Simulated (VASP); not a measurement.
Input of a VASP 6.6.1 run:

Contents of INCAR:

```
SYSTEM = KNbO3
PREC = Accurate
ENCUT = 600
EDIFF = 1E-6
ISMEAR = 0
SIGMA = 0.01
LREAL = .FALSE.
LASPH = .TRUE.
NELM = 120
ALGO = Normal
ISIF = 2
LWAVE = .FALSE.
LCHARG = .FALSE.
GGA = PE
NBANDS = 28
GGA_COMPAT = .FALSE.
```

The input KPOINTS:

```
regular mesh
0
G
  4 4 4
  0 0 0
```

File POSCAR:

```
KNbO3
1.0
    4.0291827800      0.0000000000      0.0000000000
    0.0000000000      4.0291827800      0.0000000000
    0.0000000000      0.0000000000      4.0291827800
K Nb O
1 1 3
Direct
    0.0000000000      0.0000000000      0.0000000000
    0.5000000000      0.5000000000      0.5000000000
    0.0000000000      0.5000000000      0.5000000000
    0.5000000000      0.0000000000      0.5000000000
    0.5000000000      0.5000000000      0.0000000000
```

Potentials or basis: VASP PAW PBE potentials, release 64 (K_sv, Nb_sv, O).

The run is started by

```sh
$ cat potpaw_PBE.64/K_sv/POTCAR potpaw_PBE.64/Nb_sv/POTCAR potpaw_PBE.64/O/POTCAR > POTCAR
$ mpirun -np 1 vasp_std > vasp.out
```

Task: Estimate the pressure.

Result: -0.6 GPa.

Task: Predict the band gap on the k mesh.

Result: 1.49 eV, indirect (least direct gap 2.15 eV).

A k mesh can miss the band edges. A hybrid or GW would open this gap; PBE tends to underestimate it.
